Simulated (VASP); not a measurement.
# SiO2 (Pbam) in VASP: notebook

Runs on SiO2. Level: PBE. Tasks: single point.

All numbers are computed with VASP 6.6.1; they aren't measurements. Logs are shortened: lines on timing, memory, paths and dates and some standing lists are left out, and cuts for length are marked.

## (1) The cell of the first run

Symmetry: Pbam, No. 55, orthorhombic system. Conventional cell: a = 3.605 Å, b = 4.463 Å, c = 5.046 Å, α = 90.00°, β = 90.00°, γ = 90.00°. Within 3.5 Å of Si (site symmetry 2/m) lie 8 O at 2.62 to 3.33 Å and 4 Si at 2.87 Å. Within 1.9 Å of O (site symmetry m) lie 1 O at 1.39 Å.

## (2) Single point, PBE

Contents of INCAR:

```
PREC = Accurate
ENCUT = 520
EDIFF = 1E-6
ISMEAR = 0
SIGMA = 0.1
LREAL = False
LASPH = True
NELM = 100
ALGO = Normal
ISIF = 2
LWAVE = False
LCHARG = False
GGA = PE
NBANDS = 25
```

Contents of KPOINTS:

```
Automatic mesh
0
Gamma
  6 4 4
```

Contents of POSCAR:

```
SiO2
1.0
    3.6047399400      0.0000000000      0.0000000000
    0.0000000000      4.4626686600      0.0000000000
    0.0000000000      0.0000000000      5.0464479300
Si O
2 4
Direct
    0.0000000000      0.5000000000      0.5000000000
    0.5000000000      0.0000000000      0.5000000000
    0.1263478400      0.3817600600      0.0000000000
    0.8736521600      0.6182399400      0.0000000000
    0.3736521600      0.8817600600      0.0000000000
    0.6263478400      0.1182399400      0.0000000000
```

Potentials or basis: VASP PAW PBE potentials, release 64 (Si, O).

Launch:

```sh
> cat potpaw_PBE.64/Si/POTCAR potpaw_PBE.64/O/POTCAR > POTCAR
> mpirun -np 1 vasp_std > vasp.out
```

OUTCAR:

```text
PREC = Accurate
   ENCUT = 520
   EDIFF = 1E-6
   ISMEAR = 0
   LREAL = False
   LASPH = True
   NELM = 100
   ISIF = 2
   GGA = PE

 ion  position               nearest neighbor table
   1  0.000  0.500  0.500-   2 2.87   2 2.87   2 2.87   2 2.87
   2  0.500  0.000  0.500-   1 2.87   1 2.87   1 2.87   1 2.87
   3  0.126  0.382  0.000-   4 1.39
   4  0.874  0.618  0.000-   3 1.39
   5  0.374  0.882  0.000-   6 1.39
   6  0.626  0.118  0.000-   5 1.39

  LATTYP: Found a simple orthorhombic cell.
 ALAT       =     3.6047399400
 B/A-ratio  =     1.2380001704
 C/A-ratio  =     1.3999478503

  Lattice vectors:

 A1 = (   3.6047399400,   0.0000000000,   0.0000000000)
 A2 = (   0.0000000000,   4.4626686600,   0.0000000000)
 A3 = (   0.0000000000,   0.0000000000,   5.0464479300)

Analysis of symmetry for initial positions (statically):
=====================================================================
 Subroutine PRICEL returns:
 Original cell was already a primitive cell.

 Routine SETGRP: Setting up the symmetry group for a
 simple orthorhombic supercell.

 Subroutine GETGRP returns: Found  8 space group operations
 (whereof  4 operations were pure point group operations)
 out of a pool of  8 trial point group operations.

The static configuration has the point symmetry C_2h.
 The point group associated with its full space group is D_2h.

Analysis of symmetry for dynamics (positions and initial velocities):
=====================================================================
 Subroutine PRICEL returns:
 Original cell was already a primitive cell.

 Routine SETGRP: Setting up the symmetry group for a
 simple orthorhombic supercell.

 Subroutine GETGRP returns: Found  8 space group operations
 (whereof  4 operations were pure point group operations)
 out of a pool of  8 trial point group operations.

The dynamic configuration has the point symmetry C_2h.
 The point group associated with its full space group is D_2h.

 Subroutine INISYM returns: Found  8 space group operations
 (whereof  4 operations are pure point group operations),
 and found     1 'primitive' translations

----------------------------------------------------------------------------------------

                                     Primitive cell

  volume of cell :      81.1810

  direct lattice vectors                    reciprocal lattice vectors
     3.604739940  0.000000000  0.000000000     0.277412523  0.000000000  0.000000000
     0.000000000  4.462668660  0.000000000     0.000000000  0.224081167  0.000000000
[... 99 lines left out ...]
   ISIF   =      2    stress and relaxation
   ISYM   =      2    0-nonsym 1-usesym 2-fastsym
   POTIM  = 0.5000    time-step for ionic-motion
   TEBEG  =    0.0;   TEEND  =   0.0 temperature during run
   PSTRESS=    0.0 pullay stress
   NELECT =      32.0000    total number of electrons
   NUPDOWN=      -1.0000    fix difference up-down
   EMIN   =  10.00;   EMAX   =-10.00  energy-range for DOS
   EFERMI =   0.00;   METHOD = LEGACY
   ISMEAR =     0;   SIGMA  =   0.10  broadening in eV -4-tet -1-fermi 0-gaus
   EFERMI_NEDOS =   21; number of points for ismear=-14 and -15
   IALGO  =     38    algorithm
   IMIX   =      4    mixing-type and parameters
     AMIX     =   0.40;   BMIX     =  1.00
     AMIX_MAG =   1.60;   BMIX_MAG =  1.00
  volume/ion in A,a.u.               =      13.53        91.31
  Fermi-wavevector in a.u.,A,eV,Ry     =   1.200347  2.268326 19.603712  1.440832
  Thomas-Fermi vector in A             =   2.336185
   LORBIT       =      0    0 simple, 1 ext, 2 COOP (PROOUT), +10 PAW based schemes
   GGA     = PE    functional components
   LHFCALC =     F    Hartree Fock is set to
   AEXX    =    0.0000 exact exchange contribution
   IVDW    =     0    specifies the selected vdW correction
   LEPSILON=     F    determine dielectric tensor
   LRPA    =     F    only Hartree local field effects (RPA)
 non-spin polarized calculation
 Gauss-broadening in eV      SIGMA  =   0.10
  energy-cutoff  :      520.00
  volume of cell :       81.18
 maximum number of plane-waves:      2207
 NGX is ok and might be reduce to    28
   NGX = 13   NGY = 17   NGZ = 19

 number of electron      32.0000015 magnetization

 Free energy of the ion-electron system (eV)
  ---------------------------------------------------
  ext. energy  EPLUGINS =         0.00000000
  ---------------------------------------------------
  free energy    TOTEN  =       -26.16795848 eV

  energy without entropy =      -26.13821767  energy(sigma->0) =      -26.15308807

 E-fermi :   3.7365     XC(G=0):  -9.9537

 val. band max:        3.7198198727   @ k =   0.5000   0.2500   0.5000
 cond. band min:       3.7498960065   @ k =   0.5000   0.0000   0.5000
 fundamental gap:      0.0300761338
 Fermi energy:         3.7364616324

 k-point     1 :       0.0000    0.0000    0.0000
  band No.  band energies     occupation
      1     -19.8195      2.00000
      2     -18.4039      2.00000
      3     -11.5989      2.00000
      4     -10.0762      2.00000
      5      -5.7022      2.00000
      6      -3.5473      2.00000
[... 661 lines left out ...]
     24      10.3973      0.00000
     25      11.0506      0.00000

 [... further k-points ...]

------------------------ aborting loop because EDIFF is reached ----------------------------------------

  FORCE on cell =-STRESS in cart. coord.  units (eV):
  Direction    XX          YY          ZZ          XY          YZ          ZX
  --------------------------------------------------------------------------------------
  -------------------------------------------------------------------------------------
  Total        3.0086031     -1.3395336    -10.4488192      0.0000000      0.0000000      0.0000000
  in kB       59.3773891    -26.4368562   -206.2165026      0.0000000      0.0000000      0.0000000
  external PRESSURE =     -57.7586566 kB  Pullay stress =       0.0000000 kB

 VOLUME and BASIS-vectors are now :
 -----------------------------------------------------------------------------
  energy-cutoff  :      520.00
  volume of cell :       81.18
      direct lattice vectors                 reciprocal lattice vectors
     3.604739940  0.000000000  0.000000000     0.277412523  0.000000000  0.000000000
     0.000000000  4.462668660  0.000000000     0.000000000  0.224081167  0.000000000
     0.000000000  0.000000000  5.046447930     0.000000000  0.000000000  0.198159183

 POSITION                                       TOTAL-FORCE (eV/Angst)
 -----------------------------------------------------------------------------------
      0.00000      2.23133      2.52322         0.000000      0.000000      0.000000
      1.80237      0.00000      2.52322         0.000000      0.000000      0.000000
      0.45545      1.70367      0.00000        -1.214117      2.035077      0.000000
      3.14929      2.75900      0.00000         1.214117     -2.035077      0.000000
      1.34692      3.93500      0.00000         1.214117      2.035077      0.000000
      2.25782      0.52767      0.00000        -1.214117     -2.035077      0.000000
 -----------------------------------------------------------------------------------
    total drift:                               -0.000000     -0.000000      0.000000

  FREE ENERGIE OF THE ION-ELECTRON SYSTEM (eV)
  ---------------------------------------------------
  free  energy   TOTEN  =       -26.1679584803 eV

  energy  without entropy=      -26.1382176677  energy(sigma->0) =      -26.15308807
```

stdout:

```text
POSCAR found type information on POSCAR SiO
 POSCAR found :  2 types and       6 ions
 scaLAPACK will be used
 LDA part: xc-table for (Slater+PW92), standard interpolation
 POSCAR, INCAR and KPOINTS ok, starting setup
 FFT: planning ... GRIDC
 FFT: planning ... GRID_SOFT
 FFT: planning ... GRID
 WAVECAR not read
 entering main loop
```

It took 40 s on 1 thread of Intel Xeon Platinum 8488C (Sapphire Rapids), shared host; peak memory 0.21 GiB.

What came out:

```yaml
Free_energy: -26.1680 eV
Pressure: -5.8 GPa
Largest_force: 2.370 eV/Å
Band_gap_on_the_k_mesh: zero (band 16 reaches 4.40 eV, above the bottom of band 17 at 3.44 eV)
```

Forces in eV/Å, atoms in the order of the input:
```
Si   0.000  0.000  0.000
Si   0.000  0.000  0.000
O   -1.214  2.035  0.000
O    1.214 -2.035  0.000
O    1.214  2.035  0.000
O   -1.214 -2.035  0.000
```

Stress tensor (GPa, compression positive):
```
  5.94   0.00   0.00
  0.00  -2.64   0.00
  0.00   0.00 -20.62
```

Levels at points of the mesh, in eV from the Fermi level:
```
           k point  band 14  band 15  band 16  band 17  band 18  band 19
(0.00, 0.00, 0.00)    -2.19    -1.37    -0.33     0.52     1.26     2.08
(0.50, 0.00, 0.00)    -0.99    -0.02    -0.02     0.34     0.34     1.00
(0.00, 0.50, 0.00)    -0.70    -0.69    -0.69     2.14     2.14     3.19
(0.50, 0.50, 0.00)    -3.23    -1.25    -1.25     0.20     0.20     3.88
(0.00, 0.00, 0.50)    -1.57    -1.01    -0.43    -0.04     1.28     1.36
(0.50, 0.00, 0.50)    -1.43     0.01     0.01     0.51     0.51     1.49
(0.00, 0.50, 0.50)    -0.83    -0.70    -0.70     0.89     0.89     2.24
(0.50, 0.50, 0.50)    -3.40    -0.15    -0.15     0.19     0.19     1.89
```

Caveat: forces of over 1 eV/Å act on the atoms, so gaps and moduli don't describe the material at rest.

## (3) Single point, PBE

This run uses another cell than the first one, of 14.26 Å³/atom, 1.054 times its volume.

Contents of INCAR:

```
SYSTEM = SiO2
PREC = Accurate ; ENCUT = 520
EDIFF = 1E-6 ; ISMEAR = 0
SIGMA = 0.1 ; LREAL = .FALSE.
LASPH = .TRUE. ; NELM = 60
ALGO = Normal ; ISIF = 2
LWAVE = .FALSE. ; LCHARG = .FALSE.
GGA = PE ; NBANDS = 25
```

Contents of KPOINTS:

```
Automatic mesh
0
G
  6 4 4
  0 0 0
```

Contents of POSCAR:

```
SiO2
1.0
    3.9869252741      0.0000000000      0.0000000000
    0.0000000000      5.9873081802      0.0000000000
    0.0000000000      0.0000000000      3.5850158785
Si O
2 4
Direct
    0.0000000000      0.5000000000      0.5000000000
    0.5000000000      0.0000000000      0.5000000000
    0.1899532613      0.4780498832      0.0000000000
    0.8100467387      0.5219501168      0.0000000000
    0.3100467387      0.9780498832      0.0000000000
    0.6899532613      0.0219501168      0.0000000000
```

Potentials or basis: VASP PAW PBE potentials, release 64 (Si, O).

Launch:

```sh
> cat potpaw_PBE.64/Si/POTCAR potpaw_PBE.64/O/POTCAR > POTCAR
> mpirun -np 1 vasp_std > vasp.out
```

It took 40 s on 1 thread of Intel Xeon Platinum 8488C (Sapphire Rapids), shared host; peak memory 0.21 GiB.

The run converged. Its results:

* Free energy: -30.0436 eV
* Pressure: 0.5 GPa
* Largest force: 0.226 eV/Å
* Band gap on the k mesh: zero (band 16 reaches 4.19 eV, above the bottom of band 17 at 3.35 eV)

Forces in eV/Å, atoms in the order of the input:
```
Si   0.000  0.000  0.000
Si   0.000  0.000  0.000
O    0.223 -0.038  0.000
O   -0.223  0.038  0.000
O   -0.223 -0.038  0.000
O    0.223  0.038  0.000
```

Stress tensor (GPa, compression positive):
```
0.99 0.00 0.00
0.00 0.13 0.00
0.00 0.00 0.46
```

Levels at points of the mesh, in eV from the Fermi level:
```tsv
k point	band 14	band 15	band 16	band 17	band 18	band 19
(0.00, 0.00, 0.00)	-3.49	-2.70	-1.71	0.66	2.36	2.55
(0.50, 0.00, 0.00)	-4.27	-2.41	-2.41	0.31	0.31	1.52
(0.00, 0.50, 0.00)	-3.97	-2.23	-2.23	2.45	2.45	2.51
(0.50, 0.50, 0.00)	-4.31	-2.39	-2.39	-0.23	-0.23	1.03
(0.00, 0.00, 0.50)	-1.62	-1.61	-0.60	1.52	2.55	2.57
(0.50, 0.00, 0.50)	-2.22	0.07	0.07	0.55	0.55	0.64
(0.00, 0.50, 0.50)	-2.07	-1.00	-1.00	2.02	2.02	2.54
(0.50, 0.50, 0.50)	-2.39	0.32	0.32	0.46	0.46	0.68
```

Caveat: the k points lie up to 0.44 Å⁻¹ apart.

(Continued in part 2 of 2.)
